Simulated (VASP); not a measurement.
Here is a VASP 6.6.1 calculation.

File POSCAR:

```
Zn
1.0
    2.5926974285      0.0000000000      0.0000000000
   -1.2963487142      2.2453418374      0.0000000000
    0.0000000000      0.0000000000      4.2959527652
Zn
2
Direct
    0.3333333333      0.6666666667      0.2500000000
    0.6666666667      0.3333333333      0.7500000000
```

File INCAR.step1:

```
SYSTEM = Zn
PREC = Accurate ; ENCUT = 520
ISMEAR = 0 ; SIGMA = 0.1
LREAL = .FALSE. ; LASPH = .TRUE.
NELM = 100 ; NBANDS = 19
GGA = PE ; ALGO = Normal
EDIFF = 1E-4 ; LWAVE = .TRUE.
LCHARG = .FALSE.
```

File INCAR.step2:

```
SYSTEM = Zn
PREC = Accurate ; ENCUT = 520
EDIFF = 1E-6 ; ISMEAR = 0
SIGMA = 0.1 ; LREAL = .FALSE.
LASPH = .TRUE. ; NELM = 100
ALGO = Normal ; ISIF = 2
LWAVE = .FALSE. ; LCHARG = .FALSE.
METAGGA = R2SCAN ; LMIXTAU = .TRUE.
NBANDS = 19 ; ISTART = 1
```

KPOINTS

```
regular mesh
0
G
  18 18 10
  0 0 0
```

Potentials or basis: VASP PAW PBE potentials, release 64 (Zn).

The run is started by

```bash
$ cat potpaw_PBE.64/Zn/POTCAR > POTCAR
$ cp INCAR.step1 INCAR
$ mpirun -np 1 vasp_std > vasp.out
$ cp INCAR.step2 INCAR
$ mpirun -np 1 vasp_std > vasp.out
```

Problem. Predict the pressure.

Solution. 15.9 GPa.

Problem. Predict the band gap on the k mesh.

Solution. Zero (band 12 reaches 6.29 eV, above the bottom of band 13 at 3.25 eV).

Caveat: the PAW data sets were made with another functional, which shifts forces and pressure a little.
